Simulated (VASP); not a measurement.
Input of a VASP 6.6.1 run:

The input INCAR:

```
PREC = Accurate
ENCUT = 520
EDIFF = 1E-7
ISMEAR = 0
SIGMA = 0.1
LREAL = F
LASPH = T
NELM = 80
ALGO = Normal
ISIF = 2
LWAVE = F
LCHARG = T
GGA = PE
LELF = T
LVHAR = T
NBANDS = 24
```

Contents of KPOINTS:

```
Automatic mesh
0
Gamma
  4 4 8
```

POSCAR

```
P
1.0
    6.1774038333      0.0000000000      0.0000000000
    0.0000000000      6.1774038333      0.0000000000
    0.0000000000      0.0000000000      2.4879814750
P
6
Direct
    0.5000000000      0.5000000000      0.0000000000
    0.0000000000      0.0000000000      0.0000000000
    0.8707148643      0.6292851357      0.0000000000
    0.1292851357      0.3707148643      0.0000000000
    0.6292851357      0.1292851357      0.0000000000
    0.3707148643      0.8707148643      0.0000000000
```

Potentials or basis: VASP PAW PBE potentials, release 64 (P).

Command:

```sh
$ cat potpaw_PBE.64/P/POTCAR > POTCAR
$ mpirun -np 1 vasp_std > vasp.out
```

(1) What does it give for the band gap on the k mesh?

(2) Predict the largest force.

(3) Estimate the pressure.

Answers

(1) zero (band 15 reaches 11.26 eV, above the bottom of band 16 at 5.76 eV).

(2) 0.027 eV/Å.

(3) -0.3 GPa.
